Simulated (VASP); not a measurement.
# Ba2C3 (Pm-3m) in VASP: a series of runs

The runs below take Ba2C3 through single point, relaxation of cell and atoms, with PBE.

All numbers are computed with VASP 6.6.1; they aren't measurements. Logs are shortened: lines on timing, memory, paths and dates and some standing lists are left out, and cuts for length are marked.

## (1) The cell of the first run

It takes space group Pm-3m (No. 221, cubic). Conventional cell: a = 4.786 Å, b = 4.786 Å, c = 4.786 Å, α = 90.00°, β = 90.00°, γ = 90.00°. Within 4.4 Å of Ba (site symmetry m-3m) lie 12 C at 3.38 Å and 8 Ba at 4.14 Å. Ba (site symmetry m-3m) has 6 C at 2.39 Å within 3.2 Å. C (site symmetry 4/mmm) has 2 Ba at 2.39 Å within 3.2 Å.

The cell was generated, and may not be a known phase.

## (2) Single point, PBE

INCAR reads:

```
SYSTEM = Ba2C3
PREC = Accurate ; ENCUT = 520
EDIFF = 1E-7 ; ISMEAR = 0
SIGMA = 0.1 ; LREAL = .False.
LASPH = .True. ; NELM = 100
ALGO = Normal ; ISIF = 2
LWAVE = .False. ; LCHARG = .False.
GGA = PE ; NBANDS = 24
```

KPOINTS reads:

```
regular mesh
0
Gamma
  8 8 8
  0 0 0
```

POSCAR reads:

```
Ba2C3
1.0
    4.7857087020      0.0000000000      0.0000000000
    0.0000000000      4.7857087020      0.0000000000
    0.0000000000      0.0000000000      4.7857087020
Ba C
2 3
Direct
    0.5000000000      0.5000000000      0.5000000000
    0.0000000000      0.0000000000      0.0000000000
    0.5000000000      0.0000000000      0.0000000000
    0.0000000000      0.5000000000      0.0000000000
    0.0000000000      0.0000000000      0.5000000000
```

Potentials or basis: VASP PAW PBE potentials, release 64 (Ba_sv, C).

On the command line:

```sh
> cat potpaw_PBE.64/Ba_sv/POTCAR potpaw_PBE.64/C/POTCAR > POTCAR
> mpirun -np 1 vasp_std > vasp.out
```

OUTCAR:

```text
SYSTEM = Ba2C3
   PREC = Accurate
   ENCUT = 520
   EDIFF = 1E-7
   ISMEAR = 0
   LREAL = .False.
   LASPH = .True.
   NELM = 100
   ISIF = 2
   GGA = PE

 ion  position               nearest neighbor table
   1  0.500  0.500  0.500-   3 3.38   4 3.38   5 3.38   3 3.38   4 3.38   3 3.38   5 3.38   3 3.38
                             4 3.38   5 3.38   4 3.38   5 3.38   2 4.14   2 4.14   2 4.14   2 4.14
   2  0.000  0.000  0.000-   3 2.39   4 2.39   5 2.39   5 2.39   4 2.39   3 2.39   1 4.14   1 4.14
                             1 4.14   1 4.14   1 4.14   1 4.14   1 4.14   1 4.14
   3  0.500  0.000  0.000-   2 2.39   2 2.39   1 3.38   1 3.38   1 3.38   1 3.38
   4  0.000  0.500  0.000-   2 2.39   2 2.39   1 3.38   1 3.38   1 3.38   1 3.38
   5  0.000  0.000  0.500-   2 2.39   2 2.39   1 3.38   1 3.38   1 3.38   1 3.38

  LATTYP: Found a simple cubic cell.
 ALAT       =     4.7857087020

  Lattice vectors:

 A1 = (   4.7857087020,   0.0000000000,   0.0000000000)
 A2 = (   0.0000000000,   4.7857087020,   0.0000000000)
 A3 = (   0.0000000000,   0.0000000000,   4.7857087020)

Analysis of symmetry for initial positions (statically):
=====================================================================
 Subroutine PRICEL returns:
 Original cell was already a primitive cell.

 Routine SETGRP: Setting up the symmetry group for a
 simple cubic supercell.

 Subroutine GETGRP returns: Found 48 space group operations
 (whereof 48 operations were pure point group operations)
 out of a pool of 48 trial point group operations.

The static configuration has the point symmetry O_h .

Analysis of symmetry for dynamics (positions and initial velocities):
=====================================================================
 Subroutine PRICEL returns:
 Original cell was already a primitive cell.

 Routine SETGRP: Setting up the symmetry group for a
 simple cubic supercell.

 Subroutine GETGRP returns: Found 48 space group operations
 (whereof 48 operations were pure point group operations)
 out of a pool of 48 trial point group operations.

The dynamic configuration has the point symmetry O_h .

 Subroutine INISYM returns: Found 48 space group operations
 (whereof 48 operations are pure point group operations),
 and found     1 'primitive' translations

----------------------------------------------------------------------------------------

[... 99 lines left out ...]
   LREAL  =      F    real-space projection
   EDIFFG = 0.1E-05   stopping-criterion for IOM
   NSW    =      0    number of steps for IOM
   IBRION =     -1    ionic relax: 0-MD 1-quasi-New 2-CG
   NFREE  =      0    steps in history (QN), initial steepest desc. (CG)
   ISIF   =      2    stress and relaxation
   ISYM   =      2    0-nonsym 1-usesym 2-fastsym
   POTIM  = 0.5000    time-step for ionic-motion
   TEBEG  =    0.0;   TEEND  =   0.0 temperature during run
   PSTRESS=    0.0 pullay stress
   NELECT =      32.0000    total number of electrons
   NUPDOWN=      -1.0000    fix difference up-down
   EMIN   =  10.00;   EMAX   =-10.00  energy-range for DOS
   EFERMI =   0.00;   METHOD = LEGACY
   ISMEAR =     0;   SIGMA  =   0.10  broadening in eV -4-tet -1-fermi 0-gaus
   EFERMI_NEDOS =   21; number of points for ismear=-14 and -15
   IALGO  =     38    algorithm
   IMIX   =      4    mixing-type and parameters
     AMIX     =   0.40;   BMIX     =  1.00
     AMIX_MAG =   1.60;   BMIX_MAG =  1.00
  volume/ion in A,a.u.               =      21.92       147.93
  Fermi-wavevector in a.u.,A,eV,Ry     =   1.086039  2.052315 16.047795  1.179480
  Thomas-Fermi vector in A             =   2.222166
   LORBIT       =      0    0 simple, 1 ext, 2 COOP (PROOUT), +10 PAW based schemes
   GGA     = PE    functional components
   LHFCALC =     F    Hartree Fock is set to
   AEXX    =    0.0000 exact exchange contribution
   IVDW    =     0    specifies the selected vdW correction
   LEPSILON=     F    determine dielectric tensor
   LRPA    =     F    only Hartree local field effects (RPA)
 non-spin polarized calculation
 Gauss-broadening in eV      SIGMA  =   0.10
  energy-cutoff  :      520.00
  volume of cell :      109.61
 maximum number of plane-waves:      3016
 NGX is ok and might be reduce to    36
   NGX = 17   NGY = 17   NGZ = 17

 number of electron      31.9999997 magnetization

 Free energy of the ion-electron system (eV)
  ---------------------------------------------------
  ext. energy  EPLUGINS =         0.00000000
  ---------------------------------------------------
  free energy    TOTEN  =       -18.80451983 eV

  energy without entropy =      -18.76881482  energy(sigma->0) =      -18.78666732

 E-fermi :   1.9480     XC(G=0):  -9.3676

 val. band max:        1.9359409046   @ k =   0.2500   0.2500   0.1250
 cond. band min:       1.9529369713   @ k =   0.2500   0.1250   0.1250
 fundamental gap:      0.0169960667
 Fermi energy:         1.9479996120

 k-point     1 :       0.0000    0.0000    0.0000
  band No.  band energies     occupation
      1     -25.0687      2.00000
      2     -23.9633      2.00000
      3     -10.4034      2.00000
      4     -10.4034      2.00000
      5     -10.4034      2.00000
      6      -9.7898      2.00000
[... 637 lines left out ...]
     23       7.6838      0.00000
     24       8.0111      0.00000

 [... further k-points ...]

------------------------ aborting loop because EDIFF is reached ----------------------------------------

  FORCE on cell =-STRESS in cart. coord.  units (eV):
  Direction    XX          YY          ZZ          XY          YZ          ZX
  --------------------------------------------------------------------------------------
  -------------------------------------------------------------------------------------
  Total        1.6686004      1.6686004      1.6686004      0.0000000      0.0000000      0.0000000
  in kB       24.3906935     24.3906935     24.3906935      0.0000000      0.0000000      0.0000000
  external PRESSURE =      24.3906935 kB  Pullay stress =       0.0000000 kB

 VOLUME and BASIS-vectors are now :
 -----------------------------------------------------------------------------
  energy-cutoff  :      520.00
  volume of cell :      109.61
      direct lattice vectors                 reciprocal lattice vectors
     4.785708702  0.000000000  0.000000000     0.208955468  0.000000000  0.000000000
     0.000000000  4.785708702  0.000000000     0.000000000  0.208955468  0.000000000
     0.000000000  0.000000000  4.785708702     0.000000000  0.000000000  0.208955468

 POSITION                                       TOTAL-FORCE (eV/Angst)
 -----------------------------------------------------------------------------------
      2.39285      2.39285      2.39285         0.000000      0.000000      0.000000
      0.00000      0.00000      0.00000         0.000000      0.000000      0.000000
      2.39285      0.00000      0.00000         0.000000      0.000000      0.000000
      0.00000      2.39285      0.00000         0.000000      0.000000      0.000000
      0.00000      0.00000      2.39285         0.000000      0.000000      0.000000
 -----------------------------------------------------------------------------------
    total drift:                                0.000000      0.000000     -0.000000

  FREE ENERGIE OF THE ION-ELECTRON SYSTEM (eV)
  ---------------------------------------------------
  free  energy   TOTEN  =       -18.8045198262 eV

  energy  without entropy=      -18.7688148183  energy(sigma->0) =      -18.78666732
```

OSZICAR:

```text
N       E                     dE             d eps       ncg     rms          rms(c)
DAV:   1     0.173146715010E+03    0.17315E+03   -0.14366E+04  1680   0.119E+03
DAV:   2    -0.893902701495E+01   -0.18209E+03   -0.17257E+03  2480   0.220E+02
DAV:   3    -0.196833865917E+02   -0.10744E+02   -0.10328E+02  2160   0.528E+01
DAV:   4    -0.200240369030E+02   -0.34065E+00   -0.33984E+00  2592   0.878E+00
DAV:   5    -0.200280687182E+02   -0.40318E-02   -0.40305E-02  2184   0.934E-01    0.181E+01
DAV:   6    -0.189198300116E+02    0.11082E+01   -0.28183E+00  2144   0.686E+00    0.105E+01
DAV:   7    -0.188096907210E+02    0.11014E+00   -0.79041E-01  2408   0.403E+00    0.304E+00
DAV:   8    -0.188044211775E+02    0.52695E-02   -0.12391E-01  2200   0.193E+00    0.435E-01
DAV:   9    -0.188044689049E+02   -0.47727E-04   -0.11225E-02  2192   0.567E-01    0.142E-01
DAV:  10    -0.188044864061E+02   -0.17501E-04   -0.15139E-03  2536   0.231E-01    0.307E-02
DAV:  11    -0.188045113562E+02   -0.24950E-04   -0.10508E-04  2280   0.517E-02    0.199E-02
DAV:  12    -0.188045186098E+02   -0.72536E-05   -0.64061E-05  2376   0.571E-02    0.114E-02
DAV:  13    -0.188045200705E+02   -0.14607E-05   -0.77256E-06  2328   0.162E-02    0.344E-03
DAV:  14    -0.188045198650E+02    0.20550E-06   -0.55151E-07  2128   0.448E-03    0.330E-03
DAV:  15    -0.188045198262E+02    0.38870E-07   -0.12617E-07  1456   0.272E-03
   1 F= -.18804520E+02 E0= -.18786667E+02  d E =-.357050E-01
```

Run time: 53 s. Hardware: 1 thread of AMD EPYC 9R45 (Zen 5), shared host; peak memory 0.22 GiB.

What came out:

- Free energy: -18.8045 eV
- Pressure: 2.4 GPa
- Band gap on the k mesh: zero (bands 16 and 17 overlap by 0.78 eV)

Caveat: spin-orbit coupling is left out, which moves the levels of the heavy elements.

## (3) Relaxation of cell and atoms, PBE

This run uses another cell than the first one, of 20.34 Å³/atom.

INCAR reads:

```
PREC     = Accurate       # precision mode
ENCUT    = 600            # plane-wave cutoff, eV
EDIFF    = 1E-7           # SCF threshold, eV
ISMEAR   = 0              # smearing method
SIGMA    = 0.1            # smearing width, eV
LREAL    = False          # projectors in reciprocal space
LASPH    = True           # aspherical terms in the spheres
NELM     = 100            # most SCF steps
ALGO     = Normal         # electronic algorithm
ISIF     = 3              # what is computed and relaxed
LWAVE    = False          # write WAVECAR
LCHARG   = False          # write CHGCAR
GGA      = PE             # functional
IBRION   = 2              # ionic algorithm
NSW      = 100            # ionic steps
EDIFFG   = -0.01          # ionic threshold
```

KPOINTS reads:

```
Automatic mesh
0
Gamma
  8 8 8
```

POSCAR: that of step 2 with these lines changed.

```diff
@@ -2,5 +2,5 @@
 1.0
-    4.7857087020      0.0000000000      0.0000000000
-    0.0000000000      4.7857087020      0.0000000000
-    0.0000000000      0.0000000000      4.7857087020
+    4.6680614288      0.0000000000      0.0000000000
+    0.0000000000      4.6680614288      0.0000000000
+    0.0000000000      0.0000000000      4.6680614288
 Ba C
```

Potentials or basis: VASP PAW PBE potentials, release 64 (Ba_sv, C).

On the command line:

```sh
> cat potpaw_PBE.64/Ba_sv/POTCAR potpaw_PBE.64/C/POTCAR > POTCAR
> mpirun -np 1 vasp_std > vasp.out
```

It took 3.4 min on 1 thread of AMD EPYC 9R45 (Zen 5), shared host; peak memory 0.27 GiB.

It converged, with:

```yaml
Free_energy: -18.8508 eV
Relaxed_volume: 23.23 Å³/atom
Relaxed_cell: a = 4.879 Å, b = 4.879 Å, c = 4.879 Å, α = 90.00°, β = 90.00°, γ = 90.00°
Space_group_after_relaxing_to_0.1_Å: Pm-3m (No. 221)
Energy_gained_by_relaxing: 53.0 meV/atom
Ionic_steps: 4
Pressure_after_relaxing: 0.0 GPa
Band_gap_on_the_k_mesh: zero (bands 16 and 17 overlap by 0.86 eV)
```

The path:
| step | energy change (eV) | largest force (eV/Å) | pressure (GPa) | volume (Å³) |
| --- | --- | --- | --- | --- |
| 1 | 0.0000 | 0.0000 | 6.73 | 101.72 |
| 2 | -0.2630 | 0.0000 | 0.46 | 114.83 |
| 3 | -0.2649 | 0.0000 | -0.09 | 116.48 |
| 4 | -0.2649 | 0.0000 | 0.01 | 116.17 |

Final structure:
```
CELL_PARAMETERS angstrom
4.87938 0.00000 0.00000
0.00000 4.87938 0.00000
0.00000 0.00000 4.87938
ATOMIC_POSITIONS crystal
Ba 0.50000 0.50000 0.50000
Ba 0.00000 0.00000 0.00000
C 0.50000 0.00000 0.00000
C 0.00000 0.50000 0.00000
C 0.00000 0.00000 0.50000
```

Levels at points of the mesh, in eV from the Fermi level:
```tsv
k point	band 14	band 15	band 16	band 17	band 18	band 19
(0.00, 0.00, 0.00)	0.08	0.19	0.19	0.19	2.45	2.45
(0.50, 0.00, 0.00)	-0.66	-0.66	-0.66	-0.34	-0.34	2.44
(0.50, 0.50, 0.00)	-1.12	-1.12	-1.05	-0.10	-0.10	1.10
(0.50, 0.50, 0.50)	-1.90	-1.59	-1.59	-0.56	1.22	1.22
```

Caveat: spin-orbit coupling is left out, which moves the levels of the heavy elements.
